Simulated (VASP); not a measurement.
# Cu (P6_3/mmc) in VASP: a series of runs, part 3 of 3

VASP 6.6.1. Earlier steps stand in the parts before.

### Step 5. Single point, r2SCAN

This run uses another cell than the first one, of 11.66 Å³/atom, 1.062 times its volume.

POSCAR

```
Cu
1.0
    2.5508792560      0.0000000000      0.0000000000
   -1.2754396280      2.2091262377      0.0000000000
    0.0000000000      0.0000000000      4.1398073633
Cu
2
Direct
    0.6666666667      0.3333333333      0.7500000000
    0.3333333333      0.6666666667      0.2500000000
```

INCAR.step1

```
PREC     = Accurate       # precision mode
ENCUT    = 520            # plane-wave cutoff, eV
ISMEAR   = -1             # smearing method
SIGMA    = 0.05           # smearing width, eV
LREAL    = False          # projectors in reciprocal space
LASPH    = True           # aspherical terms in the spheres
NELM     = 100            # most SCF steps
NBANDS   = 18             # bands
GGA      = PE             # functional
ALGO     = Normal         # electronic algorithm
EDIFF    = 1E-4           # SCF threshold, eV
LWAVE    = True           # write WAVECAR
LCHARG   = False          # write CHGCAR
```

INCAR.step2

```
PREC     = Accurate       # precision mode
ENCUT    = 520            # plane-wave cutoff, eV
EDIFF    = 1E-7           # SCF threshold, eV
ISMEAR   = -1             # smearing method
SIGMA    = 0.05           # smearing width, eV
LREAL    = False          # projectors in reciprocal space
LASPH    = True           # aspherical terms in the spheres
NELM     = 100            # most SCF steps
ALGO     = Normal         # electronic algorithm
ISIF     = 2              # what is computed and relaxed
LWAVE    = False          # write WAVECAR
LCHARG   = False          # write CHGCAR
METAGGA  = R2SCAN         # meta-GGA
LMIXTAU  = True         
NBANDS   = 18             # bands
ISTART   = 1
```

KPOINTS

```
regular mesh
0
Gamma
  12 12 7
```

Potentials or basis: VASP PAW PBE potentials, release 64 (Cu).

Launch:

```sh
$ cat potpaw_PBE.64/Cu/POTCAR > POTCAR
$ cp INCAR.step1 INCAR
$ mpirun -np 1 vasp_std > vasp.out
$ cp INCAR.step2 INCAR
$ mpirun -np 1 vasp_std > vasp.out
```

OUTCAR:

```text
PREC = Accurate
   ENCUT = 520
   EDIFF = 1E-7
   ISMEAR = -1
   LREAL = False
   LASPH = True
   NELM = 100
   ISIF = 2
   METAGGA = R2SCAN
   ISTART = 1

 ion  position               nearest neighbor table
   1  0.667  0.333  0.750-   2 2.54   2 2.54   2 2.54   2 2.54   2 2.54   2 2.54
   2  0.333  0.667  0.250-   1 2.54   1 2.54   1 2.54   1 2.54   1 2.54   1 2.54

  LATTYP: Found a hexagonal cell.
 ALAT       =     2.5508792560
 C/A-ratio  =     1.6228942838

  Lattice vectors:

 A1 = (   2.5508792560,   0.0000000000,   0.0000000000)
 A2 = (  -1.2754396280,   2.2091262377,   0.0000000000)
 A3 = (   0.0000000000,   0.0000000000,   4.1398073633)

Analysis of symmetry for initial positions (statically):
=====================================================================
 Subroutine PRICEL returns:
 Original cell was already a primitive cell.

 Routine SETGRP: Setting up the symmetry group for a
 hexagonal supercell.

 Subroutine GETGRP returns: Found 24 space group operations
 (whereof 12 operations were pure point group operations)
 out of a pool of 24 trial point group operations.

The static configuration has the point symmetry D_3d.
 The point group associated with its full space group is D_6h.

Analysis of symmetry for dynamics (positions and initial velocities):
=====================================================================
 Subroutine PRICEL returns:
 Original cell was already a primitive cell.

 Routine SETGRP: Setting up the symmetry group for a
 hexagonal supercell.

 Subroutine GETGRP returns: Found 24 space group operations
 (whereof 12 operations were pure point group operations)
 out of a pool of 24 trial point group operations.

The dynamic configuration has the point symmetry D_3d.
 The point group associated with its full space group is D_6h.

 Subroutine INISYM returns: Found 24 space group operations
 (whereof 12 operations are pure point group operations),
 and found     1 'primitive' translations

----------------------------------------------------------------------------------------

                                     Primitive cell

  volume of cell :      23.3287

  direct lattice vectors                    reciprocal lattice vectors
     2.550879256  0.000000000  0.000000000     0.392021691  0.226333829  0.000000000
    -1.275439628  2.209126238  0.000000000     0.000000000  0.452667658  0.000000000
     0.000000000  0.000000000  4.139807363     0.000000000  0.000000000  0.241557134

  length of vectors
     2.550879256  2.550879256  4.139807363     0.452667658  0.452667658  0.241557134

  position of ions in fractional coordinates (direct lattice)
     0.666666667  0.333333333  0.750000000
     0.333333333  0.666666667  0.250000000

  ion indices of the primitive-cell ions
   primitive index   ion index
                 1           1
                 2           2

----------------------------------------------------------------------------------------

 KPOINTS: regular mesh

Automatic generation of k-mesh.
 Grid dimensions read from file:
 generate k-points for:   12   12    7

 Generating k-lattice:

  Cartesian coordinates                     Fractional coordinates (reciprocal lattice)
     0.032668474  0.018861152  0.000000000     0.083333333  0.000000000  0.000000000
     0.000000000  0.037722305  0.000000000     0.000000000  0.083333333  0.000000000
     0.000000000  0.000000000  0.034508162     0.000000000  0.000000000  0.142857143

  Length of vectors
     0.037722305  0.037722305  0.034508162

  Shift w.r.t. Gamma in fractional coordinates (k-lattice)
     0.000000000  0.000000000  0.000000000

 Subroutine IBZKPT returns following result:
 ===========================================

 Found     76 irreducible k-points:

 Following reciprocal coordinates:
            Coordinates               Weight
  0.000000  0.000000  0.000000      1.000000
  0.083333  0.000000  0.000000      6.000000
  0.166667 -0.000000  0.000000      6.000000
  0.250000 -0.000000  0.000000      6.000000
  0.333333  0.000000  0.000000      6.000000
  0.416667 -0.000000  0.000000      6.000000
[... 16 lines left out ...]
  0.250000 -0.000000  0.142857     12.000000
  0.333333  0.000000  0.142857     12.000000
 [... further k-points ...]
   k-points           NKPTS =     76   k-points in BZ     NKDIM =     76   number of bands    NBANDS=     18
   number of dos      NEDOS =    301   number of ions     NIONS =      2
   total plane-waves  NPLWV =  12800
   dimension x,y,z NGX =    20 NGY =   20 NGZ =   32
   dimension x,y,z NGXF=    40 NGYF=   40 NGZF=   64
   ions per type =               2
   NGX,Y,Z   is equivalent  to a cutoff of  13.03, 13.03, 12.85 a.u.
   NGXF,Y,Z  is equivalent  to a cutoff of  26.07, 26.07, 25.70 a.u.
 SYSTEM =  unknown system
   PREC   = accura    normal or accurate (medium, high low for compatibility)
   ISTART =      1    job   : 0-new  1-cont  2-samecut
   ICHARG =      0    charge: 1-file 2-atom 10-const
   ISPIN  =      1    spin polarized calculation?
   LNONCOLLINEAR =      F non collinear calculations
   LSORBIT =      F    spin-orbit coupling
   LASPH  =      T    aspherical Exc in radial PAW
   ENCUT  =  520.0 eV  38.22 Ry    6.18 a.u.   4.74  4.74  7.70*2*pi/ulx,y,z
   NELM   =    100;   NELMIN=  2; NELMDL=  0     # of ELM steps
   EDIFF  = 0.1E-06   stopping-criterion for ELM
   LREAL  =      F    real-space projection
   EDIFFG = 0.1E-05   stopping-criterion for IOM
   NSW    =      0    number of steps for IOM
   IBRION =     -1    ionic relax: 0-MD 1-quasi-New 2-CG
   NFREE  =      0    steps in history (QN), initial steepest desc. (CG)
   ISIF   =      2    stress and relaxation
   ISYM   =      2    0-nonsym 1-usesym 2-fastsym
   POTIM  = 0.5000    time-step for ionic-motion
   TEBEG  =    0.0;   TEEND  =   0.0 temperature during run
   PSTRESS=    0.0 pullay stress
   NELECT =      22.0000    total number of electrons
   NUPDOWN=      -1.0000    fix difference up-down
   EMIN   =  10.00;   EMAX   =-10.00  energy-range for DOS
   EFERMI =   0.00;   METHOD = LEGACY
   ISMEAR =    -1;   SIGMA  =   0.05  broadening in eV -4-tet -1-fermi 0-gaus
   EFERMI_NEDOS =   21; number of points for ismear=-14 and -15
   IALGO  =     38    algorithm
   IMIX   =      4    mixing-type and parameters
     AMIX     =   0.40;   BMIX     =  1.00
     AMIX_MAG =   1.60;   BMIX_MAG =  1.00
  volume/ion in A,a.u.               =      11.66        78.71
  Fermi-wavevector in a.u.,A,eV,Ry     =   1.605408  3.033782 35.066788  2.577336
  Thomas-Fermi vector in A             =   2.701759
   LORBIT       =      0    0 simple, 1 ext, 2 COOP (PROOUT), +10 PAW based schemes
   METAGGA = R2SCAN    functional components
   LHFCALC =     F    Hartree Fock is set to
   AEXX    =    0.0000 exact exchange contribution
   IVDW    =     0    specifies the selected vdW correction
   LEPSILON=     F    determine dielectric tensor
   LRPA    =     F    only Hartree local field effects (RPA)
 non-spin polarized calculation
  energy-cutoff  :      520.00
  volume of cell :       23.33
 maximum number of plane-waves:       646
 NGX is ok and might be reduce to    20
   NGX =  9   NGY =  9   NGZ = 15

 number of electron      21.9999985 magnetization

 Free energy of the ion-electron system (eV)
  ---------------------------------------------------
  ext. energy  EPLUGINS =         0.00000000
  ---------------------------------------------------
  free energy    TOTEN  =       -21.62134262 eV

  energy without entropy =      -21.61393733  energy(sigma->0) =      -21.61763997

 E-fermi :   7.5019     XC(G=0): -13.8271

 val. band max:        7.4881151289   @ k =   0.0833   0.0833   0.1429
 cond. band min:       7.5135560286   @ k =   0.2500   0.2500   0.2857
 fundamental gap:      0.0254408997
 Fermi energy:         7.5018753238

 k-point     1 :       0.0000    0.0000    0.0000
  band No.  band energies     occupation
      1      -2.2147      2.00000
      2       2.2585      2.00000
      3       4.3971      2.00000
      4       4.4352      2.00000
      5       4.4354      2.00000
      6       4.6554      2.00000
[... 10 lines left out ...]
     17      32.0275      0.00000
     18      32.0277      0.00000

 k-point     2 :       0.0833    0.0000    0.0000
  band No.  band energies     occupation
      1      -1.9805      2.00000
      2       2.3880      2.00000
      3       4.2560      2.00000
      4       4.5188      2.00000
      5       4.5495      2.00000
      6       4.6208      2.00000
[... 10 lines left out ...]
     17      33.0234      0.00000
     18      33.1727      0.00000
[... 442 lines left out ...]
 k-point    24 :       0.3333    0.0000    0.1429
  band No.  band energies     occupation
      1       1.1961      2.00000
      2       3.0118      2.00000
      3       3.2848      2.00000
      4       3.8863      2.00000
      5       4.4416      2.00000
      6       4.5037      2.00000
[... 10 lines left out ...]
     17      25.7526      0.00000
     18      28.1166      0.00000

 [... further k-points ...]
[... 5 lines left out ...]
  --------------------------------------------------------------------------------------
  -------------------------------------------------------------------------------------
  Total       -0.2963288     -0.2963288     -0.2772367      0.0000000      0.0000000      0.0000000
  in kB      -20.3513814    -20.3513814    -19.0401651      0.0000000      0.0000000      0.0000000
  external PRESSURE =     -19.9143093 kB  Pullay stress =       0.0000000 kB

 VOLUME and BASIS-vectors are now :
 -----------------------------------------------------------------------------
  energy-cutoff  :      520.00
  volume of cell :       23.33
      direct lattice vectors                 reciprocal lattice vectors
     2.550879256  0.000000000  0.000000000     0.392021691  0.226333829  0.000000000
    -1.275439628  2.209126238  0.000000000     0.000000000  0.452667658  0.000000000
     0.000000000  0.000000000  4.139807363     0.000000000  0.000000000  0.241557134

 POSITION                                       TOTAL-FORCE (eV/Angst)
 -----------------------------------------------------------------------------------
      1.27544      0.73638      3.10486         0.000000     -0.000000      0.000000
     -0.00000      1.47275      1.03495        -0.000000      0.000000      0.000000
 -----------------------------------------------------------------------------------
    total drift:                               -0.000000      0.000000     -0.000000

  FREE ENERGIE OF THE ION-ELECTRON SYSTEM (eV)
  ---------------------------------------------------
  free  energy   TOTEN  =       -21.6213426168 eV

  energy  without entropy=      -21.6139373274  energy(sigma->0) =      -21.61763997
```

Wall time 54 s (1 thread of Intel Xeon 6975P-C (Granite Rapids), shared host); peak memory 0.15 GiB.

Results:

```
Free energy            : -21.6213 eV
Pressure               : -2.0 GPa
Band gap on the k mesh : zero (band 11 reaches 11.71 eV, above the bottom of band 12 at 5.55 eV)
```

Stress tensor (GPa, compression positive):
```
-2.04  0.00  0.00
 0.00 -2.04  0.00
 0.00  0.00 -1.90
```

Levels at points of the mesh, in eV from the Fermi level:
| k point | band 9 | band 10 | band 11 | band 12 | band 13 | band 14 |
| --- | --- | --- | --- | --- | --- | --- |
| (0.00, 0.00, 0.00) | -2.58 | -1.80 | -1.80 | -0.97 | 4.18 | 22.22 |
| (0.50, 0.00, 0.00) | -1.65 | -1.60 | 0.02 | 1.70 | 8.25 | 8.76 |

Caveat: the PAW data sets were made with another functional, which shifts forces and pressure a little.

### Step 6. Single point, r2SCAN

This run uses another cell than the first one, of 11.89 Å³/atom, 1.083 times its volume.

POSCAR

```
Cu
1.0
    2.5674438712      0.0000000000      0.0000000000
   -1.2837219356      2.2234716153      0.0000000000
    0.0000000000      0.0000000000      4.1666899825
Cu
2
Direct
    0.6666666667      0.3333333333      0.7500000000
    0.3333333333      0.6666666667      0.2500000000
```

INCAR.step1

```
SYSTEM = Cu
PREC     = Accurate       ! precision mode
ENCUT    = 520            ! plane-wave cutoff, eV
ISMEAR   = -1             ! smearing method
SIGMA    = 0.05           ! smearing width, eV
LREAL    = .FALSE.        ! projectors in reciprocal space
LASPH    = .TRUE.         ! aspherical terms in the spheres
NELM     = 80             ! most SCF steps
NBANDS   = 18             ! bands
GGA      = PE             ! functional
ALGO     = Normal         ! electronic algorithm
EDIFF    = 1E-4           ! SCF threshold, eV
LWAVE    = .TRUE.         ! write WAVECAR
LCHARG   = .FALSE.        ! write CHGCAR
```

INCAR.step2

```
SYSTEM = Cu
PREC     = Accurate       ! precision mode
ENCUT    = 520            ! plane-wave cutoff, eV
EDIFF    = 1E-6           ! SCF threshold, eV
ISMEAR   = -1             ! smearing method
SIGMA    = 0.05           ! smearing width, eV
LREAL    = .FALSE.        ! projectors in reciprocal space
LASPH    = .TRUE.         ! aspherical terms in the spheres
NELM     = 80             ! most SCF steps
ALGO     = Normal         ! electronic algorithm
ISIF     = 2              ! what is computed and relaxed
LWAVE    = .FALSE.        ! write WAVECAR
LCHARG   = .FALSE.        ! write CHGCAR
METAGGA  = R2SCAN         ! meta-GGA
LMIXTAU  = .TRUE.       
NBANDS   = 18             ! bands
ISTART   = 1
```

KPOINTS

```
Automatic mesh
0
G
  12 12 7
  0 0 0
```

Potentials or basis: VASP PAW PBE potentials, release 64 (Cu).

Launch:

```sh
$ cat potpaw_PBE.64/Cu/POTCAR > POTCAR
$ cp INCAR.step1 INCAR
$ mpirun -np 1 vasp_std > vasp.out
$ cp INCAR.step2 INCAR
$ mpirun -np 1 vasp_std > vasp.out
```

It took 48 s on 1 thread of Intel Xeon 6975P-C (Granite Rapids), shared host; peak memory 0.15 GiB.

The run converged. Its results:

* Free energy: -21.6121 eV
* Pressure: -4.7 GPa
* Band gap on the k mesh: zero (band 11 reaches 11.42 eV, above the bottom of band 12 at 5.34 eV)

Levels at points of the mesh, in eV from the Fermi level:
| k point | band 7 | band 8 | band 9 | band 10 | band 11 | band 12 | band 13 | band 14 | band 15 | band 16 |
| --- | --- | --- | --- | --- | --- | --- | --- | --- | --- | --- |
| (0.00, 0.00, 0.00) | -2.79 | -2.54 | -2.54 | -1.77 | -1.77 | -0.92 | 4.08 | 22.06 | 22.56 | 22.56 |
| (0.50, 0.00, 0.00) | -2.74 | -1.68 | -1.63 | -1.58 | 0.02 | 1.65 | 8.15 | 8.64 | 11.04 | 11.54 |

Caveat: the PAW data sets were made with another functional, which shifts forces and pressure a little.

### Step 7. Summary

```tsv
cell	gap on the mesh (eV)	pressure (GPa)
a = 2.500, b = 2.500, c = 4.057 Å, angles 90.0, 90.0, 120.0°, 2 atoms	none	8.5
a = 2.517, b = 2.517, c = 4.085 Å, angles 90.0, 90.0, 120.0°, 2 atoms	none	4.6
a = 2.534, b = 2.534, c = 4.113 Å, angles 90.0, 90.0, 120.0°, 2 atoms	none	1.1
a = 2.551, b = 2.551, c = 4.140 Å, angles 90.0, 90.0, 120.0°, 2 atoms	none	-2.0
a = 2.567, b = 2.567, c = 4.167 Å, angles 90.0, 90.0, 120.0°, 2 atoms	none	-4.7
```

Alike in all rows: task single point; level r2SCAN; potentials or basis VASP PAW PBE potentials, release 64 (Cu); no spin polarisation; k mesh 12 × 12 × 7; cutoff (eV) 520; smearing fermi-dirac 0.05 eV.

Caveats: the PAW data sets were made with another functional, which shifts forces and pressure a little.

Total energies depend on the potentials used, so only differences within one code and one set of settings carry meaning.
